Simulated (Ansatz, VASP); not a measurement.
**One calculation of Y2TaN3, two programs**

```xyz
6
Lattice="3.5000 0.0000 0.0000 -1.7500 3.0311 0.0000 0.0000 0.0000 8.3591" Properties=species:S:1:pos:R:3 pbc="T T T"
Y     0.0000    2.0207    5.6473
Y     1.7500    1.0104    2.7118
Ta    0.0000    0.0000    0.0000
N     0.0000    0.0000    4.1796
N     0.0000    2.0207    1.4886
N     1.7500    1.0104    6.8705
```

Change from the starting cell: species swapped into the Zr3HC2 type (P-3m1, No. 164).

Alike in both runs: task relaxation of cell and atoms; functional PBE; k mesh 6 × 6 × 2; occupations gaussian, width 0.1 eV; no spin polarisation.

```csv
,VASP,Ansatz
version,VASP 6.6.1,Ansatz 0.2.0
potentials or method,"VASP PAW PBE potentials, release 64 (Y_sv, Ta_pv, N), cutoff 600 eV","scalar-relativistic, plane waves, PAW"
valence electrons in the cell,48,50
```

VASP gave:

```
gap on the k mesh at the Fermi level, each at its own relaxed structure (eV) : none
relaxed volume (Å³/atom)                                                     : 12.99
relaxed cell length with the largest relative difference (Å)                 : 3.310
```

What did Ansatz give for the same quantities?

gap on the k mesh at the Fermi level, each at its own relaxed structure (eV): none; relaxed volume (Å³/atom): 13.01; relaxed cell length with the largest relative difference (Å): 3.314.

A gap of «none» marks a metal or a gap that the smearing closes. VASP's potentials hold 48 valence electrons a cell and Ansatz's 50, so a difference there can come from the potentials and not from the codes.

The k mesh is coarse, so the values compare programs but aren't converged. Neither program's run includes spin-orbit coupling.
